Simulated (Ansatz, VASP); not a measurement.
**One calculation of SrTl, two programs**

INCAR

```
PREC = Accurate
ENCUT = 520
EDIFF = 1E-6
ISMEAR = -1
SIGMA = 0.15
LREAL = False
LASPH = True
NELM = 80
ALGO = Normal
ISIF = 2
LWAVE = False
LCHARG = False
NBANDS = 18
```

KPOINTS

```
regular mesh
0
Gamma
  10 10 10
```

File POSCAR:

```
SrTl
1.0
    3.9287918036      0.0000000000      0.0000000000
    0.0000000000      3.9287918036      0.0000000000
    0.0000000000      0.0000000000      3.9287918036
Sr Tl
1 1
Direct
    0.0000000000      0.0000000000      0.0000000000
    0.5000000000      0.5000000000      0.5000000000
```

Input for Ansatz:

```yaml
crystal:
  lattice:
    - [3.9287918036, 0.0, 0.0]
    - [0.0, 3.9287918036, 0.0]
    - [0.0, 0.0, 3.9287918036]
  atoms:
    - { symbol: Sr, position: [0.0, 0.0, 0.0] }
    - { symbol: Tl, position: [0.5, 0.5, 0.5] }
basis:
  ecutwfc: 420
kpoints:
  mp_grid: { grid: [10, 10, 10] }
hamiltonian:
  xc: lda
scf:
  occupations: { method: fermi_dirac, width: 0.15 }
output:
  forces: true
  stress: true
  eigenvalues: true
```

Alike in both runs: task single point; functional LDA; k mesh 10 × 10 × 10; occupations fermi-dirac, width 0.15 eV; no spin polarisation.

```csv
,VASP,Ansatz
version,VASP 6.6.1,Ansatz 0.2.0
potentials or method,"VASP PAW LDA potentials, release 64 (Sr_sv, Tl_d), cutoff 520 eV","scalar-relativistic, plane waves, PAW"
valence electrons in the cell,23,23
```

|  | VASP | Ansatz | Ansatz less VASP |
| --- | --- | --- | --- |
| gap on the k mesh at the Fermi level (eV) | none | none | - |
| pressure (GPa) | 0.9 | 0.7 | -0.13 |

LDA's correlation is that of Perdew and Zunger in VASP and of Perdew and Wang (1992) in Ansatz. A gap of «none» marks a metal or a gap that the smearing closes.

Neither program's run includes spin-orbit coupling.
